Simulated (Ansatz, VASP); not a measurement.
**Sb in VASP and in Ansatz**

```xyz
2
Lattice="2.1506 1.2416 3.8189 -2.1506 1.2416 3.8189 0.0000 -2.4833 3.8189" Properties=species:S:1:pos:R:3 pbc="T T T"
Sb    0.0000    0.0000    2.6767
Sb    0.0000    0.0000    8.7799
```

Change from the starting cell: zz strain of +2 %, crystal datasets.

Alike in both runs: task electric field gradients; functional PBEsol; k mesh 9 × 9 × 9; occupations fermi-dirac, width 0.05 eV; no spin polarisation.

```csv
,VASP,Ansatz
version,VASP 6.6.1,Ansatz 0.2.0
potentials or method,"VASP PAW PBE potentials, release 64 (Sb), cutoff 400 eV","all-electron PAW with datasets made for the crystal, scalar-relativistic"
```

```csv
,VASP,Ansatz,Ansatz less VASP
pressure (GPa),-0.4,-0.6,-0.16
"traceless stress, the component that is largest in VASP (GPa)",-0.75,-0.71,+0.042
rms of the force components (eV/Å),0.039,0.008,-0.0314
size of Vzz on the site where it differs most (V/Å²),36.6,40.6,+4.02
```

VASP's potentials were made for PBE, not for PBEsol. Atom by atom the forces differ by 0.031 eV/Å (rms over components). Ansatz ran all-electron here, and VASP with PAW potentials.

Neither program's run includes spin-orbit coupling.
